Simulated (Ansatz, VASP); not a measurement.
K in VASP and in Ansatz

The input INCAR:

```
  ALGO = Normal
  EDIFF = 1E-6
  ENCUT = 520
  GGA = PE
  ISIF = 2
  ISMEAR = 0
  LASPH = T
  LCHARG = F
  LREAL = F
  LWAVE = F
  NBANDS = 10
  NELM = 100
  PREC = Accurate
  SIGMA = 0.15
```

Contents of KPOINTS:

```
k-points
0
Gamma
  14 14 14
```

Contents of POSCAR:

```
K
1.0
   -2.7637367086      2.7637367086      2.3491762023
    2.7637367086     -2.7637367086      2.3491762023
    2.7637367086      2.7637367086     -2.3491762023
K
1
Direct
    0.0000000000      0.0000000000      0.0000000000
```

Input for Ansatz:

```yaml
crystal:
  lattice:
    - [-2.7637367086, 2.7637367086, 2.3491762023]
    - [2.7637367086, -2.7637367086, 2.3491762023]
    - [2.7637367086, 2.7637367086, -2.3491762023]
  atoms:
    - { symbol: K, position: [0.0, 0.0, 0.0] }
basis:
  ecutwfc: 420
kpoints:
  mp_grid: { grid: [14, 14, 14] }
hamiltonian:
  xc: pbe
scf:
  occupations: { method: gaussian, width: 0.15 }
output:
  forces: true
  stress: true
  eigenvalues: true
```

Alike in both runs: task single point; functional PBE; k mesh 14 × 14 × 14; occupations gaussian, width 0.15 eV; no spin polarisation.

```csv
,VASP,Ansatz
version,VASP 6.6.1,Ansatz 0.2.0
potentials or method,"VASP PAW PBE potentials, release 64 (K_sv), cutoff 520 eV","scalar-relativistic, plane waves, PAW"
valence electrons in the cell,9,9
```

|  | VASP | Ansatz | Ansatz less VASP |
| --- | --- | --- | --- |
| gap on the k mesh at the Fermi level (eV) | none | none | - |
| pressure (GPa) | 0.1 | 0.1 | +0.01 |
| traceless stress, the component that is largest in VASP (GPa) | 0.20 | 0.20 | 0.000 |

A gap of «none» marks a metal or a gap that the smearing closes. The functional is the same, so the differences come from potentials, cutoffs and numerics.
